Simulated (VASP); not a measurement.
Write the native input for VASP 6.6.1 that does the following.

```yaml
Task: electric field gradients
Functional: PBE
Potentials_or_basis: VASP PAW PBE potentials, release 64 (La)
Cutoff: 520 eV
k_mesh: 11 × 11 × 6
Occupations: fermi-dirac, width 0.05 eV
Spin: no spin polarisation
Dipole_correction: no
Further_INCAR_settings: ALGO = Normal; EDIFF = 1e-08; NBANDS = 18
```

The structure of La lies in POSCAR:

```
La
1.0
    3.7809952087      0.0000000000      0.0000000000
   -1.8904976043      3.2744379023      0.0000000000
    0.0000000000      0.0000000000      6.1201675643
La
2
Direct
    0.3333333333      0.6666666667      0.2500000000
    0.6666666667      0.3333333333      0.7500000000
```

These files were run (other wordings do the same):

INCAR

```
SYSTEM = La
ALGO = Normal ; EDIFF = 1E-8
ENCUT = 520 ; GGA = PE
ISIF = 2 ; ISMEAR = -1
LASPH = .True. ; LCHARG = .False.
LEFG = .True. ; LREAL = .False.
LWAVE = .False. ; NBANDS = 18
NELM = 80 ; PREC = Accurate
SIGMA = 0.05
```

KPOINTS

```
k-points
0
Gamma
  11 11 6
  0 0 0
```

Potentials or basis: VASP PAW PBE potentials, release 64 (La).

Launch:

```bash
$ cat potpaw_PBE.64/La/POTCAR > POTCAR
$ mpirun -np 1 vasp_std > vasp.out
```

Results of the run:

```
Pressure                                : -0.1 GPa
Band gap on the k mesh                  : zero (bands 11 and 12 overlap by 1.43 eV)
Largest electric field gradient by atom : La +11.6 V/Å²
```

Caveat: without QUAD_EFG the Cq values of the log hold for a quadrupole moment of 1 mb, not for the nuclei; spin-orbit coupling is left out, which moves the levels of the heavy elements.

It took 2.1 min on 1 thread of Intel(R) Xeon(R) Platinum 8375C CPU @ 2.90GHz (Ice Lake) (shared host), peak memory 0.25 GiB.
